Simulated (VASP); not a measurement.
A run of VASP 6.6.1:

File INCAR:

```
  ALGO = Normal
  EDIFF = 1E-6
  ENCUT = 520
  GGA = PE
  ISIF = 2
  ISMEAR = 0
  LASPH = T
  LCHARG = F
  LREAL = F
  LWAVE = F
  NBANDS = 35
  NELM = 80
  PREC = Accurate
  SIGMA = 0.1
```

File KPOINTS:

```
k-points
0
Gamma
  4 4 2
```

POSCAR

```
MgTeF6
1.0
    3.4648466689      0.0000000000      0.0000000000
    0.0000000000      3.4648466689      0.0000000000
    0.0000000000      0.0000000000      7.2142187427
Mg Te F
1 1 6
Direct
    0.0000000000      0.0000000000      0.0000000000
    0.0000000000      0.0000000000      0.5000000000
    0.5000000000      0.5000000000      0.0000000000
    0.5000000000      0.5000000000      0.5000000000
    0.5000000000      0.0000000000      0.2791476558
    0.5000000000      0.0000000000      0.7208523442
    0.0000000000      0.5000000000      0.2791476558
    0.0000000000      0.5000000000      0.7208523442
```

Potentials or basis: VASP PAW PBE potentials, release 64 (Mg, Te, F).

Launch:

```console
$ cat potpaw_PBE.64/Mg/POTCAR potpaw_PBE.64/Te/POTCAR potpaw_PBE.64/F/POTCAR > POTCAR
$ mpirun -np 1 vasp_std > vasp.out
```

Hardware: 1 thread of Oxide Virtual Turin-like Processor (shared host).

Task: How long does it take, and how much memory?

Result: Wall time 38 s on 1 thread of Oxide Virtual Turin-like Processor (shared host), peak memory 0.17 GiB. Counts: scf iterations 17, k points 12.
